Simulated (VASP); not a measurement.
GaSb, 2 atoms in the cell. The structure is cubic, space group Fm-3m (No. 225). The conventional cell has a = 5.144 Å, b = 5.144 Å, c = 5.144 Å, α = 90.00°, β = 90.00°, γ = 90.00°. Within 3.4 Å of Ga (site symmetry m-3m) lie 6 Sb at 2.57 Å. Sb (site symmetry m-3m) has 6 Ga at 2.57 Å within 3.4 Å.  This cell differs from its parent crystal: N replaced by Sb, lengths x 1.211, strained.

| Item | Value |
| --- | --- |
| Program | VASP 6.6.1 |
| Task | single point |
| Functional | PBE |
| Potentials or basis | VASP PAW PBE potentials, release 64 (Ga_d, Sb) |
| Cutoff | 520 eV |
| k mesh | 14 × 14 × 14 |
| Occupations | gaussian, width 0.1 eV |
| Spin | no spin polarisation |
| Dipole correction | no |
| Further INCAR settings | ALGO = Normal; EDIFF = 1e-06; NBANDS = 16 |

Potentials or basis: VASP PAW PBE potentials, release 64 (Ga_d, Sb).

The run is started by

```console
$ cat potpaw_PBE.64/Ga_d/POTCAR potpaw_PBE.64/Sb/POTCAR > POTCAR
$ mpirun -np 1 vasp_std > vasp.out
```

Hardware: 1 thread of Intel(R) Xeon(R) Platinum 8488C (Sapphire Rapids) (shared host).

Problem. Estimate the wall time of this run.

Solution. Run time: 28 s on 1 thread of Intel(R) Xeon(R) Platinum 8488C (Sapphire Rapids), with other jobs on the host, peak memory 0.2 GiB. Counts: scf iterations 12, k points 104.
